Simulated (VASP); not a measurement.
Here is a VASP 6.6.1 calculation.

File INCAR:

```
  PREC = Accurate
  ENCUT = 520
  EDIFF = 1E-6
  ISMEAR = 0
  SIGMA = 0.1
  LREAL = F
  LASPH = T
  NELM = 80
  ALGO = Fast
  ISIF = 2
  LWAVE = F
  LCHARG = F
  GGA = PE
  NBANDS = 13
```

The input KPOINTS:

```
Automatic mesh
0
Gamma
  18 18 18
```

Contents of POSCAR:

```
AlCo
1.0
    2.9374594817      0.0000000000      0.0000000000
    0.0000000000      2.8305131414      0.0000000000
    0.0000000000      0.0000000000      2.8305131414
Al Co
1 1
Direct
    0.0000000000      0.0000000000      0.0000000000
    0.5000000000      0.5000000000      0.5000000000
```

Potentials or basis: VASP PAW PBE potentials, release 64 (Al, Co).

Command:

```bash
$ cat potpaw_PBE.64/Al/POTCAR potpaw_PBE.64/Co/POTCAR > POTCAR
$ mpirun -np 1 vasp_std > vasp.out
```

(1) Estimate the pressure.

(2) Estimate the band gap on the k mesh.

Results:

(1) -2.7 GPa.

(2) zero (band 6 reaches 12.66 eV, above the bottom of band 7 at 10.07 eV).

Caveat: the cell differs from its parent crystal (uniaxial strain along a: +3.0 %).
